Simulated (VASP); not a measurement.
Wanted: the native input for a VASP 6.6.1 run.

```
Task                   : single point
Functional             : PBE
Potentials or basis    : VASP PAW PBE potentials, release 64 (Pt, S)
Cutoff                 : 500 eV
k mesh                 : 12 × 12 × 6
Occupations            : fermi-dirac, width 0.02 eV
Spin                   : no spin polarisation
Dipole correction      : no
Further INCAR settings : ALGO = Normal; EDIFF = 1e-06; NBANDS = 18
```

The structure of PtS2 lies in POSCAR:

```
PtS2
1.0
    3.5526392528      0.0000000000      0.0000000000
   -1.7763196264      3.0766758434      0.0000000000
    0.0000000000      0.0000000000      5.1227220331
Pt S
1 2
Direct
    0.0000000000      0.0000000000      0.0000000000
    0.6666666667      0.3333333333      0.7607402620
    0.3333333333      0.6666666667      0.2392597380
```

The input as run:

INCAR

```
PREC     = Accurate       # precision mode
ENCUT    = 500            # plane-wave cutoff, eV
EDIFF    = 1E-6           # SCF threshold, eV
ISMEAR   = -1             # smearing method
SIGMA    = 0.02           # smearing width, eV
LREAL    = False          # projectors in reciprocal space
LASPH    = True           # aspherical terms in the spheres
NELM     = 120            # most SCF steps
ALGO     = Normal         # electronic algorithm
ISIF     = 2              # what is computed and relaxed
LWAVE    = False          # write WAVECAR
LCHARG   = False          # write CHGCAR
GGA      = PE             # functional
NBANDS   = 18             # bands
GGA_COMPAT= False
```

KPOINTS

```
Automatic mesh
0
Gamma
  12 12 6
```

Potentials or basis: VASP PAW PBE potentials, release 64 (Pt, S).

The run is started by

```sh
$ cat potpaw_PBE.64/Pt/POTCAR potpaw_PBE.64/S/POTCAR > POTCAR
$ mpirun -np 1 vasp_std > vasp.out
```

It gave:

```yaml
Pressure: 3.2 GPa
Largest_force: 0.026 eV/Å
Band_gap_on_the_k_mesh: 0.71 eV, indirect (least direct gap 0.97 eV)
```

Caveat: spin-orbit coupling is left out, which moves the levels of the heavy elements.

It took 34 s on 1 thread of Intel(R) Xeon(R) 6975P-C (Granite Rapids) (shared host), peak memory 0.24 GiB.
